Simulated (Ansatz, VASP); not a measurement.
**Ni: VASP beside Ansatz**

The input INCAR:

```
SYSTEM = Ni
ALGO = Normal ; EDIFF = 1E-7
ENCUT = 520 ; GGA = PE
ISIF = 2 ; ISMEAR = -1
ISPIN = 2 ; LASPH = .TRUE.
LCHARG = .FALSE. ; LDAU = .TRUE.
LDAUJ = 0 ; LDAUL = 2
LDAUPRINT = 1 ; LDAUTYPE = 2
LDAUU = 6.2 ; LMAXMIX = 4
LORBIT = 11 ; LREAL = .FALSE.
LWAVE = .FALSE. ; MAGMOM = 0.2
NBANDS = 15 ; NELM = 150
PREC = Accurate ; SIGMA = 0.05
```

The input KPOINTS:

```
k-points
0
G
  12 12 12
  0 0 0
```

File POSCAR:

```
Ni
1.0
    0.0000000000      1.7698700000      1.7698700000
    1.7698700000      0.0000000000      1.7698700000
    1.7698700000      1.7698700000      0.0000000000
Ni
1
Direct
    0.0000000000      0.0000000000      0.0000000000
```

Input for Ansatz:

```yaml
crystal:
  lattice:
    - [0.0, 1.76987, 1.76987]
    - [1.76987, 0.0, 1.76987]
    - [1.76987, 1.76987, 0.0]
  atoms:
    - { symbol: Ni, position: [0.0, 0.0, 0.0], spin: 0.2 }
magnetization:
  spin_polarized: true
hamiltonian:
  xc: pbe
  pseudopotentials: { kind: paw }
  hubbard: { sites: [{ species: Ni, l: d, u_eff: 6.2 }] }
basis:
  ecutwfc: 420
kpoints:
  mp_grid: { grid: [12, 12, 12] }
scf:
  occupations: { method: fermi_dirac, width: 0.05 }
  lower_state_search: "off"
output:
  forces: true
  stress: true
```

Change from the starting cell: parallel moments scaled by 0.1, free total moment.

Alike in both runs: task single point; functional PBE; k mesh 12 × 12 × 12; occupations fermi-dirac, width 0.05 eV; collinear spin; Hubbard terms Ni d U = 6.2 eV.

```csv
,VASP,Ansatz
version,VASP 6.6.1,Ansatz 0.2.0
potentials or method,"VASP PAW PBE potentials, release 64 (Ni), cutoff 520 eV","PAW, plane waves, scalar-relativistic"
valence electrons in the cell,10,18
```

VASP gave:

| Item | Value |
| --- | --- |
| pressure (GPa) | -11.9 |
| net moment per atom (μB) | 0.74 |
| size of the moment on the site where the two differ most (μB) | 0.79 |

**Question.** Which values does Ansatz return?

**Answer.** Pressure (GPa): -0.1; net moment per atom (μB): 0.71; size of the moment on the site where the two differ most (μB): 0.78.

Site moments also hang on the region over which each program counts them. The programs project onto different local orbitals, so the same U acts differently, and such runs can settle in different states. VASP's potentials hold 10 valence electrons a cell and Ansatz's 18, so a difference there can come from the potentials and not from the codes. Ansatz's warnings: filled band counts differ across k points.
